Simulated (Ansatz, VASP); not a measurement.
One calculation of CaF, two programs

File INCAR:

```
ALGO = Normal
EDIFF = 1E-7
EDIFFG = -0.04
ENCUT = 600
GGA = PE
GGA_COMPAT = False
IBRION = 2
ISIF = 3
ISMEAR = 0
LASPH = True
LCHARG = False
LREAL = False
LWAVE = False
NELM = 120
NELMIN = 4
NSW = 90
PREC = Accurate
SIGMA = 0.1
```

File KPOINTS:

```
k-points
0
Gamma
  6 6 4
```

Contents of POSCAR:

```
CaF
1.0
    2.9009947000      0.0000000000      0.0000000000
    0.0000000000      2.9009947000      0.0000000000
    0.0000000000      0.0000000000      4.4192152700
Ca F
1 1
Direct
    0.0000000000      0.0000000000      0.5000000000
    0.0000000000      0.0000000000      0.0000000000
```

Input for Ansatz:

```yaml
crystal:
  lattice:
    - [2.9009947, 0.0, 0.0]
    - [0.0, 2.9009947, 0.0]
    - [0.0, 0.0, 4.41921527]
  atoms:
    - { symbol: Ca, position: [0.0, 0.0, 0.5] }
    - { symbol: F, position: [0.0, 0.0, 0.0] }
basis:
  ecutwfc: 420
kpoints:
  mp_grid: { grid: [6, 6, 4] }
hamiltonian:
  xc: pbe
scf:
  occupations: { method: gaussian, width: 0.1 }
  lower_state_search: "off"
output:
  forces: true
  stress: true
  eigenvalues: true
relax:
  adjacent_minimum: "off"
  f_tol: 0.04
  max_steps: 70
  cell: { stress_tol: 0.4 }
```

Alike in both runs: task relaxation of cell and atoms; functional PBE; k mesh 6 × 6 × 4; occupations gaussian, width 0.1 eV; no spin polarisation.

```csv
,VASP,Ansatz
version,VASP 6.6.1,Ansatz 0.2.0
potentials or method,"VASP PAW PBE potentials, release 64 (Ca_sv, F), cutoff 600 eV","scalar-relativistic, plane waves, PAW"
valence electrons in the cell,17,17
```

Ansatz gave:

* gap on the k mesh at the Fermi level, each at its own relaxed structure (eV): none
* relaxed volume (Å³/atom): 33.45
* relaxed length of the cell vector where the two differ most in proportion (Å): 3.961

**Question.** Which values does VASP return?

**Answer.** gap on the k mesh at the Fermi level, each at its own relaxed structure (eV): none; relaxed volume (Å³/atom): 28.19; relaxed length of the cell vector where the two differ most in proportion (Å): 3.634.

A gap of «none» marks a metal or a gap that the smearing closes. One of these differences is far larger than is usual between the two programs; its cause wasn't traced.

The k mesh is coarse, so the values compare programs but aren't converged. Noted on VASP's run: the volume moved by over 15 % at a fixed basis, so the end points are rough.
